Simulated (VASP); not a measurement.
The system is CaO.

```
Ca O
1.0
     0.00000    2.43519    2.43519
     2.43519    0.00000    2.43519
     2.43519    2.43519    0.00000
Ca O
1 1
Direct
  0.00000 0.00000 0.00000
  0.50000 0.50000 0.50000
```

Program: VASP 6.6.1. Alike in all runs: task single point; potentials or basis VASP PAW PBE potentials, release 64 (Ca_sv, O); no spin polarisation; cell as given; k mesh 10 × 10 × 10; smearing fermi-dirac 0.05 eV.

Problem. Order these runs on this cell by their pressure, lowest first.
A. level PBEsol+D4; cutoff (eV) 520
B. level b88 exchange, pbe correlation; cutoff (eV) 600
C. level BLYP; cutoff (eV) 520

Solution. A (-7.1 GPa), B (-2.2 GPa), C (0.5 GPa).

Caveats: the PAW data sets were made with another functional, which shifts forces and pressure a little; the cell stands under tension (at least some runs).
